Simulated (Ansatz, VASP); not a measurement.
## Two plane-wave programs on K4CuPb

File INCAR:

```
SYSTEM = K4CuPb
PREC = Accurate ; ENCUT = 520
EDIFF = 1E-6 ; ISMEAR = 0
SIGMA = 0.1 ; LREAL = .FALSE.
LASPH = .TRUE. ; NELM = 100
ALGO = Normal ; ISIF = 2
LWAVE = .FALSE. ; LCHARG = .FALSE.
GGA = PE ; NBANDS = 40
```

Contents of KPOINTS:

```
Automatic mesh
0
G
  3 3 4
  0 0 0
```

POSCAR

```
K4CuPb
1.0
    6.7351698900      0.0000000000      0.0000000000
   -3.3675849400      5.8328282200      0.0000000000
    0.0000000000      0.0000000000      4.9342480500
K Cu Pb
4 1 1
Direct
    0.3333333300      0.6666666700      0.0000000000
    0.6666826400      0.8333413200      0.5000000000
    0.1666586800      0.8333413200      0.5000000000
    0.1666586800      0.3333173600      0.5000000000
    0.6666666700      0.3333333300      0.0000000000
    0.0000000000      0.0000000000      0.0000000000
```

Input for Ansatz:

```yaml
crystal:
  lattice:
    - [6.73516989, 0.0, 0.0]
    - [-3.36758494, 5.83282822, 0.0]
    - [0.0, 0.0, 4.93424805]
  atoms:
    - { symbol: K, position: [0.33333333, 0.66666667, 0.0] }
    - { symbol: K, position: [0.66668264, 0.83334132, 0.5] }
    - { symbol: K, position: [0.16665868, 0.83334132, 0.5] }
    - { symbol: K, position: [0.16665868, 0.33331736, 0.5] }
    - { symbol: Cu, position: [0.66666667, 0.33333333, 0.0] }
    - { symbol: Pb, position: [0.0, 0.0, 0.0] }
basis:
  ecutwfc: 420
kpoints:
  mp_grid: { grid: [3, 3, 4] }
hamiltonian:
  xc: pbe
scf:
  occupations: { method: gaussian, width: 0.1 }
  lower_state_search: "off"
output:
  forces: true
  stress: true
  eigenvalues: true
```

Change from the starting cell: species swapped into the YCo4Si type (P-6m2, No. 187).

Alike in both runs: task single point; functional PBE; k mesh 3 × 3 × 4; occupations gaussian, width 0.1 eV; no spin polarisation.

|  | VASP | Ansatz |
| --- | --- | --- |
| version | VASP 6.6.1 | Ansatz 0.2.0 |
| potentials or method | VASP PAW PBE potentials, release 64 (K_sv, Cu, Pb_d), cutoff 520 eV | scalar-relativistic, plane waves, PAW |
| valence electrons in the cell | 61 | 69 |

VASP gave:

| Item | Value |
| --- | --- |
| gap on the k mesh at the Fermi level (eV) | none |
| pressure (GPa) | 6.5 |
| traceless stress, the component that is largest in VASP (GPa) | 4.98 |
| rms of the force components (eV/Å) | 0.019 |

Task: What did Ansatz give for the same quantities?

Result: gap on the k mesh at the Fermi level (eV): none; pressure (GPa): 6.5; traceless stress, the component that is largest in VASP (GPa): 4.97; rms of the force components (eV/Å): 0.020.

Atom by atom the forces differ by 0.000 eV/Å (rms over components). A gap of «none» marks a metal or a gap that the smearing closes. With one functional, cell and mesh, what is left measures potentials, basis and numerics. VASP's potentials hold 61 valence electrons a cell and Ansatz's 69, so a difference there can come from the potentials and not from the codes.

Neither program's run includes spin-orbit coupling.
